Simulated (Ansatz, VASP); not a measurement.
## MgO in VASP and in Ansatz

INCAR

```
SYSTEM = MgO
PREC = Accurate
ENCUT = 520
EDIFF = 1E-6
ISMEAR = 0
SIGMA = 0.05
LREAL = .False.
LASPH = .True.
NELM = 80
ALGO = Normal
ISIF = 2
LWAVE = .False.
LCHARG = .False.
GGA = PE
NBANDS = 26
```

Contents of KPOINTS:

```
regular mesh
0
Gamma
  9 9 2
  0 0 0
```

The input POSCAR:

```
MgO
1.0
    3.2803754002      0.0000000000      0.0000000000
   -1.6401877001      2.8408884305      0.0000000000
    0.0000000000      0.0000000000     10.5147056238
Mg O
4 4
Direct
    0.3333333333      0.6666666667      0.9694791811
    0.0000000000      0.0000000000      0.2208070585
    0.0000000000      0.0000000000      0.7208070585
    0.6666666667      0.3333333333      0.4694791811
    0.3333333333      0.6666666667      0.7800540723
   -0.0670654950      0.0000000000      0.5715040230
    0.0000000000      0.0000000000      0.0296578681
    0.6666666667      0.3333333333      0.2800540723
```

Input for Ansatz:

```yaml
crystal:
  lattice:
    - [3.2803754002, 0.0, 0.0]
    - [-1.6401877001, 2.8408884305, 0.0]
    - [0.0, 0.0, 10.5147056238]
  atoms:
    - { symbol: Mg, position: [0.3333333333, 0.6666666667, 0.9694791811] }
    - { symbol: Mg, position: [0.0, 0.0, 0.2208070585] }
    - { symbol: Mg, position: [0.0, 0.0, 0.7208070585] }
    - { symbol: Mg, position: [0.6666666667, 0.3333333333, 0.4694791811] }
    - { symbol: O, position: [0.3333333333, 0.6666666667, 0.7800540723] }
    - { symbol: O, position: [-0.067065495, 0.0, 0.571504023] }
    - { symbol: O, position: [0.0, 0.0, 0.0296578681] }
    - { symbol: O, position: [0.6666666667, 0.3333333333, 0.2800540723] }
basis:
  ecutwfc: 420
kpoints:
  mp_grid: { grid: [9, 9, 2] }
hamiltonian:
  xc: pbe
  pseudopotentials: { kind: paw, azcp: { folder: soft_1 } }
scf:
  occupations: { method: gaussian, width: 0.05 }
output:
  forces: true
  stress: true
  eigenvalues: true
```

Alike in both runs: task single point; functional PBE; k mesh 9 × 9 × 2; occupations gaussian, width 0.05 eV; no spin polarisation.

```csv
,VASP,Ansatz
version,VASP 6.6.1,Ansatz 0.2.0
potentials or method,"VASP PAW PBE potentials, release 64 (Mg, O), cutoff 520 eV","scalar-relativistic, plane waves, PAW"
valence electrons in the cell,32,64
```

VASP gave:

```
gap on the k mesh at the Fermi level (eV)                     : 1.64
least direct gap on the mesh (eV)                             : 1.64
pressure (GPa)                                                : 6.3
traceless stress, the component that is largest in VASP (GPa) : 14.03
rms of the force components (eV/Å)                            : 3.292
```

Problem. Which values does Ansatz return?

Solution. gap on the k mesh at the Fermi level (eV): 1.69; least direct gap on the mesh (eV): 1.69; pressure (GPa): 6.3; traceless stress, the component that is largest in VASP (GPa): 13.34; rms of the force components (eV/Å): 3.171.

Atom by atom the forces differ by 0.124 eV/Å (rms over components). VASP's potentials hold 32 valence electrons a cell and Ansatz's 64, so a difference there can come from the potentials and not from the codes.
